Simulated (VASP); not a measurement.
Input of a VASP 6.6.1 run:

Contents of INCAR:

```
SYSTEM = SiO2
PREC = Accurate
ENCUT = 520
EDIFF = 1E-7
ISMEAR = 0
SIGMA = 0.02
LREAL = Auto
LASPH = .True.
NELM = 80
ALGO = Normal
ISIF = 2
LWAVE = .False.
LCHARG = .False.
NBANDS = 82
```

KPOINTS

```
regular mesh
0
Gamma
  4 4 4
  0 0 0
```

File POSCAR:

```
SiO2
1.0
   -4.8260756888      4.8260756888      4.8260756888
    4.8260756888     -4.8260756888      4.8260756888
    4.8260756888      4.8260756888     -4.8260756888
Si O
8 16
Direct
    0.3139386248      0.3139386248      0.3139386248
    0.0000000000      0.3139386248      0.0000000000
    0.0000000000      0.0000000000      0.3139386248
    0.3139386248      0.0000000000      0.0000000000
    0.0000000000      0.0000000000      0.6860613752
    0.6860613752      0.0000000000      0.0000000000
    0.0000000000      0.6860613752      0.0000000000
    0.6860613752      0.6860613752      0.6860613752
    0.5000000000      0.5000000000      0.5000000000
    0.0000000000      0.5000000000      0.0000000000
    0.0000000000      0.0000000000      0.5000000000
    0.5000000000      0.0000000000      0.0000000000
    0.1921567271      0.1921567271      0.3843134542
    0.1921567271      0.3843134542      0.1921567271
    0.8078432729      0.0000000000      0.1921567271
    0.0000000000      0.8078432729      0.1921567271
    0.3843134542      0.1921567271      0.1921567271
    0.1921567271      0.8078432729      0.0000000000
    0.8078432729      0.1921567271      0.0000000000
    0.1921567271      0.0000000000      0.8078432729
    0.6156865458      0.8078432729      0.8078432729
    0.8078432729      0.6156865458      0.8078432729
    0.0000000000      0.1921567271      0.8078432729
    0.8078432729      0.8078432729      0.6156865458
```

Potentials or basis: VASP PAW LDA potentials, release 64 (Si, O).

Run with:

```sh
$ cat potpaw_LDA.64/Si/POTCAR potpaw_LDA.64/O/POTCAR > POTCAR
$ mpirun -np 1 vasp_std > vasp.out
```

(1) What does it give for the pressure?

(2) What does it give for the largest force?

(3) Estimate the band gap on the k mesh.

## Answers

(1) 7.3 GPa.

(2) 0.085 eV/Å.

(3) 5.49 eV.

Caveat: the cell stands under pressure.
